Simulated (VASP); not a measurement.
Set up this calculation in VASP 6.6.1, as the native input.

- Task: single point
- Functional: r2SCAN
- Potentials or basis: VASP PAW PBE potentials, release 64 (Te, Ti_sv)
- Cutoff: 520 eV
- k mesh: 3 × 3 × 3
- Occupations: fermi-dirac, width 0.1 eV
- Spin: collinear spin
- Starting moments: [0.2, 0.2, 0.2, 0.2, 0.2, 0.2, 0.2, 0.2] μB
- Dipole correction: no
- Further INCAR settings: ALGO = Normal; EDIFF = 1e-06; NBANDS = 44

The system is TiTe3.

```
CELL_PARAMETERS angstrom
6.56736 0.00000 0.00000
-3.28368 5.68751 0.00000
0.00000 0.00000 5.98673
ATOMIC_POSITIONS crystal
Te 0.31705 0.00000 0.25000
Te 0.31705 0.31705 0.75000
Te 0.00000 0.31705 0.25000
Te 0.68295 0.00000 0.75000
Te 0.68295 0.68295 0.25000
Te 0.00000 0.68295 0.75000
Ti 0.00000 0.00000 0.00000
Ti 0.00000 0.00000 0.50000
```

These files were run (other wordings do the same):

POSCAR

```
TiTe3
1.0
    6.5673630000      0.0000000000      0.0000000000
   -3.2836810000      5.6875060000      0.0000000000
    0.0000000000      0.0000000000      5.9867320000
Te Ti
6 2
Direct
    0.3170500000      0.0000000000      0.2500000000
    0.3170500000      0.3170500000      0.7500000000
    0.0000000000      0.3170500000      0.2500000000
    0.6829500000      0.0000000000      0.7500000000
    0.6829500000      0.6829500000      0.2500000000
    0.0000000000      0.6829500000      0.7500000000
    0.0000000000      0.0000000000      0.0000000000
    0.0000000000      0.0000000000      0.5000000000
```

INCAR.step1

```
PREC = Accurate
ENCUT = 520
ISMEAR = -1
SIGMA = 0.1
LREAL = False
LASPH = True
NELM = 150
ISPIN = 2
MAGMOM = 0.2 0.2 0.2 0.2 0.2 0.2 0.2 0.2
LMAXMIX = 4
NBANDS = 44
GGA = PE
ALGO = Normal
EDIFF = 1E-4
LWAVE = True
LCHARG = False
```

INCAR.step2

```
PREC = Accurate
ENCUT = 520
EDIFF = 1E-6
ISMEAR = -1
SIGMA = 0.1
LREAL = False
LASPH = True
NELM = 150
ALGO = Normal
ISIF = 2
LWAVE = False
LCHARG = False
ISPIN = 2
MAGMOM = 0.2 0.2 0.2 0.2 0.2 0.2 0.2 0.2
LORBIT = 11
LMAXMIX = 4
METAGGA = R2SCAN
LMIXTAU = True
NBANDS = 44
ISTART = 1
```

KPOINTS

```
Automatic mesh
0
Gamma
  3 3 3
```

Potentials or basis: VASP PAW PBE potentials, release 64 (Te, Ti_sv).

The run is started by

```bash
$ cat potpaw_PBE.64/Te/POTCAR potpaw_PBE.64/Ti_sv/POTCAR > POTCAR
$ cp INCAR.step1 INCAR
$ mpirun -np 1 vasp_std > vasp.out
$ cp INCAR.step2 INCAR
$ mpirun -np 1 vasp_std > vasp.out
```

It gave:

| Quantity | Value |
| --- | --- |
| Pressure | 10.5 GPa |
| Largest force | 2.473 eV/Å |
| Band gap on the k mesh | zero (filled and empty bands overlap) |
| Net moment | 0.00 μB per cell |
| Valence electrons inside the program's atomic spheres | Te 3.46; Ti 10.51 |

Caveat: the k points lie up to 0.37 Å⁻¹ apart; the PAW data sets were made with another functional, which shifts forces and pressure a little; spin-orbit coupling is left out, which moves the levels of the heavy elements.

Wall time 10 min on 1 thread of AMD EPYC 7R13 (shared host), peak memory 0.48 GiB.
